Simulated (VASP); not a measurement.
# Ta6H2C7 in VASP: single point with PBE+D3(BJ)

Aim: the single point of Ta6H2C7 with PBE+D3(BJ).

All numbers are computed with VASP 6.6.1; they aren't measurements. Logs are shortened: lines on timing, memory, paths and dates and some standing lists are left out, and cuts for length are marked.

## (1) The cell of the first run

The cell holds a slab with vacuum, 30 atoms: a = 6.286 Å, b = 6.286 Å, c = 24.415 Å, α = 90.00°, β = 90.00°, γ = 120.00°.

## (2) Single point, PBE+D3(BJ)

Input file INCAR:

```
SYSTEM = Ta6H2C7
ALGO = Normal
DIPOL = 0.5 0.5 0.503
EDIFF = 1E-6
ENCUT = 520
GGA = PE
GGA_COMPAT = .False.
IDIPOL = 3
ISIF = 2
ISMEAR = 0
IVDW = 12
LASPH = .True.
LCHARG = .True.
LDIPOL = .True.
LELF = .True.
LREAL = .False.
LVACPOTAV = .True.
LVHAR = .True.
LWAVE = .False.
NBANDS = 117
NELM = 120
NELMDL = -8
PREC = Accurate
SIGMA = 0.1
```

Input file KPOINTS:

```
k-points
0
Gamma
  4 4 1
  0 0 0
```

Input file POSCAR:

```
Ta6H2C7
1.0
    6.2855222138      0.0000000000      0.0000000000
   -3.1427611069      5.4434219132      0.0000000000
    0.0000000000      0.0000000000     24.4151342461
C Ta H
14 12 4
Direct
    0.1666666667      0.3333333333      0.3276656159
    0.1666666667      0.8333333333      0.3276656159
    0.6666666667      0.3333333333      0.3276656159
    0.6666666667      0.8333333333      0.3276656159
    0.5000000000      0.5000000000      0.4327665616
    0.5000000000      0.0000000000      0.4327665616
    0.0000000000      0.5000000000      0.4327665616
    0.0000000000      0.0000000000      0.4327665616
    0.8334004729      0.6660081841      0.5396021535
    0.8333366678      0.1663488125      0.5396913543
    0.3326743159      0.6659861691      0.5396105546
    0.3336033006      0.1671787344      0.5398017758
    0.1688261787      0.8363882933      0.6548230404
    0.0488291997      0.5926039067      0.6815348688
    0.3333333333      0.1666666667      0.3802160887
    0.3333333333      0.6666666667      0.3802160887
    0.8333333333      0.1666666667      0.3802160887
    0.8333333333      0.6666666667      0.3802160887
    0.6670625281      0.3320563510      0.4868219328
    0.6669402373      0.8339439638      0.4867614580
    0.1650398514      0.3320283742      0.4868092255
    0.1669153659      0.8337388569      0.4863297987
    0.0025080995      0.5043405644      0.5903763590
    0.0017719441     -0.0030190796      0.5878754129
    0.5018904030      0.5033762490      0.5869210409
    0.4956521311     -0.0026457006      0.5878229909
    0.0775428450      0.9480612630      0.6690265816
    0.3723294909      0.9497521044      0.6687706413
    0.1707239332      0.5449393277      0.7034410699
   -0.1204669348      0.5421171240      0.7038415461
```

Potentials or basis: VASP PAW PBE potentials, release 64 (C, Ta_pv, H).

Launch:

```sh
$ cat potpaw_PBE.64/C/POTCAR potpaw_PBE.64/Ta_pv/POTCAR potpaw_PBE.64/H/POTCAR > POTCAR
$ mpirun -np 1 vasp_std > vasp.out
```

OUTCAR:

```text
SYSTEM = Ta6H2C7
   EDIFF = 1E-6
   ENCUT = 520
   GGA = PE
   ISIF = 2
   ISMEAR = 0
   IVDW = 12
   LASPH = .True.
   LREAL = .False.
   NELM = 120
   NELMDL = -8
   PREC = Accurate
 IVDW          = 12

 ion  position               nearest neighbor table
   1  0.167  0.333  0.328-  15 2.22  16 2.22  17 2.22
   2  0.167  0.833  0.328-  16 2.22  15 2.22  18 2.22
   3  0.667  0.333  0.328-  17 2.22  18 2.22  15 2.22
   4  0.667  0.833  0.328-  18 2.22  17 2.22  16 2.22
   5  0.500  0.500  0.433-  15 2.22  18 2.22  16 2.22  20 2.25  21 2.25  19 2.25
   6  0.500  0.000  0.433-  16 2.22  17 2.22  15 2.22  22 2.24  19 2.24  20 2.24
   7  0.000  0.500  0.433-  17 2.22  16 2.22  18 2.22  22 2.24  19 2.24  21 2.24
   8  0.000  0.000  0.433-  18 2.22  15 2.22  17 2.22  22 2.24  21 2.24  20 2.24
   9  0.833  0.666  0.540-  25 2.14  24 2.15  23 2.19  19 2.23  20 2.23  22 2.23
  10  0.833  0.166  0.540-  26 2.18  24 2.18  23 2.22  21 2.22  19 2.22  20 2.22
  11  0.333  0.666  0.540-  25 2.14  26 2.15  23 2.18  21 2.23  20 2.23  22 2.23
  12  0.334  0.167  0.540-  26 2.15  24 2.15  25 2.16  21 2.23  19 2.23  22 2.24
  13  0.169  0.836  0.655-  27 1.16  28 1.16  14 1.48  23 2.40  26 2.42  24 2.42
  14  0.049  0.593  0.682-  30 1.09  29 1.09  13 1.48  23 2.28
  15  0.333  0.167  0.380-   1 2.22   2 2.22   3 2.22   5 2.22   8 2.22   6 2.22  16 3.14  18 3.14
                            16 3.14  18 3.14  17 3.14  17 3.14  22 3.16  21 3.17  19 3.17
  16  0.333  0.667  0.380-   2 2.22   1 2.22   4 2.22   6 2.22   7 2.22   5 2.22  15 3.14  17 3.14
                            15 3.14  17 3.14  18 3.14  18 3.14  22 3.16  20 3.17  21 3.18
  17  0.833  0.167  0.380-   3 2.22   4 2.22   1 2.22   7 2.22   6 2.22   8 2.22  16 3.14  18 3.14
                            18 3.14  16 3.14  15 3.14  15 3.14  21 3.17  19 3.17  20 3.17
  18  0.833  0.667  0.380-   4 2.22   3 2.22   2 2.22   8 2.22   5 2.22   7 2.22  15 3.14  17 3.14
                            17 3.14  15 3.14  16 3.14  16 3.14  22 3.16  20 3.17  19 3.18
  19  0.667  0.332  0.487-  10 2.22   9 2.23  12 2.23   6 2.24   7 2.24   5 2.25  25 3.05  26 3.07
                            23 3.12  21 3.13  20 3.13  22 3.14  22 3.15  20 3.16  21 3.16  17 3.17
  20  0.667  0.834  0.487-  10 2.22  11 2.23   9 2.23   6 2.24   8 2.24   5 2.25  25 3.04  26 3.07
                            24 3.07  19 3.13  21 3.13  22 3.14  22 3.14  21 3.15  19 3.16  17 3.17
  21  0.165  0.332  0.487-  10 2.22  11 2.23  12 2.23   8 2.24   7 2.24   5 2.25  25 3.06  24 3.07
                            23 3.12  19 3.13  20 3.13  22 3.14  22 3.15  20 3.15  19 3.16  17 3.17
  22  0.167  0.834  0.486-   9 2.23  11 2.23   6 2.24  12 2.24   8 2.24   7 2.24  24 3.06  26 3.06
                            23 3.11  21 3.14  19 3.14  20 3.14  20 3.14  19 3.15  21 3.15  15 3.16
  23  0.003  0.504  0.590-  11 2.18   9 2.19  10 2.22  14 2.28  13 2.40  24 3.10  26 3.10  22 3.11
                            21 3.12  19 3.12  25 3.14  25 3.14  26 3.19  24 3.19
  24  0.002  0.997  0.588-  27 2.10   9 2.15  12 2.15  10 2.18  13 2.42  22 3.06  21 3.07  20 3.07
                            23 3.10  26 3.10  25 3.12  25 3.16  26 3.18  23 3.19
  25  0.502  0.503  0.587-   9 2.14  11 2.14  12 2.16  20 3.04  19 3.05  21 3.06  24 3.12  26 3.12
                            23 3.14  23 3.14  26 3.16  24 3.16
  26  0.496  0.997  0.588-  28 2.09  12 2.15  11 2.15  10 2.18  13 2.42  22 3.06  19 3.07  20 3.07
                            23 3.10  24 3.10  25 3.12  25 3.16  24 3.18  23 3.19
  27  0.078  0.948  0.669-  13 1.16  24 2.10
  28  0.372  0.950  0.669-  13 1.16  26 2.09
  29  0.171  0.545  0.703-  14 1.09
  30  0.880  0.542  0.704-  14 1.09

  LATTYP: Found a hexagonal cell.
 ALAT       =     6.2855222138
 C/A-ratio  =     3.8843445963

  Lattice vectors:

 A1 = (   6.2855222138,   0.0000000000,   0.0000000000)
 A2 = (  -3.1427611069,   5.4434219132,   0.0000000000)
 A3 = (   0.0000000000,   0.0000000000,  24.4151342461)

Analysis of symmetry for initial positions (statically):
=====================================================================
 Subroutine PRICEL returns:
 Original cell was already a primitive cell.

 Routine SETGRP: Setting up the symmetry group for a
 hexagonal supercell.

 Subroutine GETGRP returns: Found  1 space group operations
 (whereof  1 operations were pure point group operations)
 out of a pool of 24 trial point group operations.

The static configuration has the point symmetry C_1 .

Analysis of symmetry for dynamics (positions and initial velocities):
=====================================================================
 Subroutine PRICEL returns:
 Original cell was already a primitive cell.

 Routine SETGRP: Setting up the symmetry group for a
 hexagonal supercell.

 Subroutine GETGRP returns: Found  1 space group operations
 (whereof  1 operations were pure point group operations)
 out of a pool of 24 trial point group operations.

The dynamic configuration has the point symmetry C_1 .

 Subroutine INISYM returns: Found  1 space group operations
 (whereof  1 operations are pure point group operations),
 and found     1 'primitive' translations

----------------------------------------------------------------------------------------

                                     Primitive cell

  volume of cell :     835.3577

  direct lattice vectors                    reciprocal lattice vectors
     6.285522214  0.000000000  0.000000000     0.159095771  0.091853986  0.000000000
    -3.142761107  5.443421913  0.000000000     0.000000000  0.183707972  0.000000000
[... 89 lines left out ...]
     0.000000000  0.000000000  0.000000000

 Subroutine IBZKPT returns following result:
 ===========================================

 Found     10 irreducible k-points:

 Following reciprocal coordinates:
            Coordinates               Weight
  0.000000  0.000000  0.000000      1.000000
  0.250000  0.000000  0.000000      2.000000
  0.000000  0.250000  0.000000      2.000000
 -0.250000  0.250000  0.000000      2.000000
  0.500000  0.000000  0.000000      1.000000
  0.000000  0.500000  0.000000      1.000000
  0.500000  0.500000  0.000000      1.000000
  0.250000  0.250000  0.000000      2.000000
 -0.250000  0.500000  0.000000      2.000000
  0.500000  0.250000  0.000000      2.000000
   k-points           NKPTS =     10   k-points in BZ     NKDIM =     10   number of bands    NBANDS=    117
   number of dos      NEDOS =    301   number of ions     NIONS =     30
   total plane-waves  NPLWV = 442368
   dimension x,y,z NGX =    48 NGY =   48 NGZ =  192
   dimension x,y,z NGXF=    96 NGYF=   96 NGZF=  384
   ions per type =              14  12   4
   NGX,Y,Z   is equivalent  to a cutoff of  12.70, 12.70, 13.07 a.u.
   NGXF,Y,Z  is equivalent  to a cutoff of  25.39, 25.39, 26.15 a.u.
 SYSTEM =  Ta6H2C7
   PREC   = accura    normal or accurate (medium, high low for compatibility)
   ISTART =      0    job   : 0-new  1-cont  2-samecut
   ICHARG =      2    charge: 1-file 2-atom 10-const
   ISPIN  =      1    spin polarized calculation?
   LNONCOLLINEAR =      F non collinear calculations
   LSORBIT =      F    spin-orbit coupling
   LASPH  =      T    aspherical Exc in radial PAW
   ENCUT  =  520.0 eV  38.22 Ry    6.18 a.u.  11.69 11.69 45.40*2*pi/ulx,y,z
   NELM   =    120;   NELMIN=  2; NELMDL= -8     # of ELM steps
   EDIFF  = 0.1E-05   stopping-criterion for ELM
   LREAL  =      F    real-space projection
   EDIFFG = 0.1E-04   stopping-criterion for IOM
   NSW    =      0    number of steps for IOM
   IBRION =     -1    ionic relax: 0-MD 1-quasi-New 2-CG
   NFREE  =      0    steps in history (QN), initial steepest desc. (CG)
   ISIF   =      2    stress and relaxation
   ISYM   =      2    0-nonsym 1-usesym 2-fastsym
   POTIM  = 0.5000    time-step for ionic-motion
   TEBEG  =    0.0;   TEEND  =   0.0 temperature during run
   PSTRESS=    0.0 pullay stress
   NELECT =     192.0000    total number of electrons
   NUPDOWN=      -1.0000    fix difference up-down
   EMIN   =  10.00;   EMAX   =-10.00  energy-range for DOS
   EFERMI =   0.00;   METHOD = LEGACY
   ISMEAR =     0;   SIGMA  =   0.10  broadening in eV -4-tet -1-fermi 0-gaus
   EFERMI_NEDOS =   21; number of points for ismear=-14 and -15
   IALGO  =     38    algorithm
   IMIX   =      4    mixing-type and parameters
     AMIX     =   0.40;   BMIX     =  1.00
     AMIX_MAG =   1.60;   BMIX_MAG =  1.00
  volume/ion in A,a.u.               =      27.85       187.91
  Fermi-wavevector in a.u.,A,eV,Ry     =   1.002808  1.895032 13.682341  1.005624
  Thomas-Fermi vector in A             =   2.135319
   LORBIT       =      0    0 simple, 1 ext, 2 COOP (PROOUT), +10 PAW based schemes
   GGA     = PE    functional components
   LHFCALC =     F    Hartree Fock is set to
   AEXX    =    0.0000 exact exchange contribution
   IVDW    =    12    specifies the selected vdW correction
   LEPSILON=     F    determine dielectric tensor
   LRPA    =     F    only Hartree local field effects (RPA)
 non-spin polarized calculation
 Gauss-broadening in eV      SIGMA  =   0.10
  energy-cutoff  :      520.00
  volume of cell :      835.36
 maximum number of plane-waves:     22524
 NGX is ok and might be reduce to    48
   NGX = 23   NGY = 23   NGZ = 91

 dipolmoment           0.000000      0.000000      3.188988 electrons x Angstroem

 number of electron     191.9999988 magnetization

 dipolmoment           0.000000      0.000000     -0.547713 electrons x Angstroem

 Free energy of the ion-electron system (eV)
  ---------------------------------------------------
  ext. energy  EPLUGINS =         0.00000000
  ---------------------------------------------------
  free energy    TOTEN  =      -280.44301071 eV

  energy without entropy =     -280.35888489  energy(sigma->0) =     -280.40094780

 E-fermi :  -0.7961     XC(G=0):  -5.4328

 val. band max:       -0.7979755416   @ k =   0.0000   0.5000   0.0000
 cond. band min:      -0.7641350804   @ k =   0.5000   0.0000   0.0000
 fundamental gap:      0.0338404612
 Fermi energy:        -0.7960701856

 k-point     1 :       0.0000    0.0000    0.0000
  band No.  band energies     occupation
      1     -36.2315      2.00000
      2     -36.2048      2.00000
      3     -36.1852      2.00000
      4     -36.1072      2.00000
      5     -35.9673      2.00000
      6     -35.9537      2.00000
[... 1099 lines left out ...]
    107       1.3086      0.00000
    108       1.4419      0.00000
 [bands above 108 left out]

------------------------ aborting loop because EDIFF is reached ----------------------------------------

 Edisp (eV)   -8.43734

 E8    (eV) :    -3.9965

  FORCE on cell =-STRESS in cart. coord.  units (eV):
  Direction    XX          YY          ZZ          XY          YZ          ZX
  --------------------------------------------------------------------------------------
  -------------------------------------------------------------------------------------
  Total     -13.04204   -12.55028    -9.77888     0.02862    -0.11745    -0.08125
  in kB     -25.01402   -24.07085   -18.75543     0.05490    -0.22526    -0.15583
  external pressure =      -22.61 kB  Pullay stress =        0.00 kB

 VOLUME and BASIS-vectors are now :
 -----------------------------------------------------------------------------
  energy-cutoff  :      520.00
  volume of cell :      835.36
      direct lattice vectors                 reciprocal lattice vectors
     6.285522214  0.000000000  0.000000000     0.159095771  0.091853986  0.000000000
    -3.142761107  5.443421913  0.000000000     0.000000000  0.183707972  0.000000000
     0.000000000  0.000000000 24.415134246     0.000000000  0.000000000  0.040958202

 POSITION                                       TOTAL-FORCE (eV/Angst)
 -----------------------------------------------------------------------------------
      0.00000      1.81447      8.00000         0.040377      0.012076      2.703377
     -1.57138      4.53618      8.00000         0.000202      0.009658      2.651509
      3.14276      1.81447      8.00000        -0.040104      0.012130      2.704115
      1.57138      4.53618      8.00000         0.001033     -0.006854      2.678376
      1.57138      2.72171     10.56605         0.002356     -0.070117      0.572149
      3.14276      0.00000     10.56605        -0.006073      0.018098      0.676317
[... 22 lines left out ...]
     -0.63953      2.96633     17.17461         0.015491     -0.010658      0.010043
      3.82458      2.95097     17.18439        -0.024851     -0.010096      0.009890
 -----------------------------------------------------------------------------------
    total drift:                                0.000026     -0.000163      0.000184

  FREE ENERGIE OF THE ION-ELECTRON SYSTEM (eV)
  ---------------------------------------------------
  free  energy   TOTEN  =      -288.8803474525 eV

  energy  without entropy=     -288.7962216397  energy(sigma->0) =     -288.83828455

 vacuum level on the upper side and lower side of the slab         3.094         5.991
```

It took 45 min on 1 thread of AMD EPYC 9R45 (Zen 5), shared host; peak memory 1.3 GiB.

Results:

| Property | Result |
| --- | --- |
| Free energy | -288.8803 eV |
| Largest force | 3.417 eV/Å |
| Band gap on the k mesh | zero (bands 96 and 97 overlap by 0.16 eV) |
| Dispersion energy per atom | -0.281 eV |

Forces in eV/Å, atoms in the order of the input:
```
C    0.040  0.012  2.703
C    0.000  0.010  2.652
C   -0.040  0.012  2.704
C    0.001 -0.007  2.678
C    0.002 -0.070  0.572
C   -0.006  0.018  0.676
C    0.002 -0.031  0.673
C    0.011  0.018  0.679
C    0.005 -0.004  0.008
C    0.000 -0.002  0.014
C    0.003 -0.002  0.007
C   -0.001  0.002  0.014
C    0.002  0.025  0.029
C    0.000 -0.012  0.006
Ta  -0.001  0.092 -3.398
Ta   0.008 -0.040 -3.338
Ta   0.000  0.026 -3.417
Ta  -0.009 -0.039 -3.335
Ta  -0.006 -0.004 -0.012
Ta   0.000  0.000 -0.005
Ta   0.008 -0.002 -0.006
Ta   0.000  0.004 -0.002
Ta  -0.005 -0.012  0.005
Ta  -0.008  0.010  0.028
Ta  -0.004 -0.007  0.033
Ta   0.010  0.006  0.028
H   -0.020  0.011 -0.007
H    0.015  0.008 -0.007
H    0.015 -0.011  0.010
H   -0.025 -0.010  0.010
```

Caveat: spin-orbit coupling is left out, which moves the levels of the heavy elements.

The gap in the log of VASP goes by the Fermi energy; the results here count the filled bands.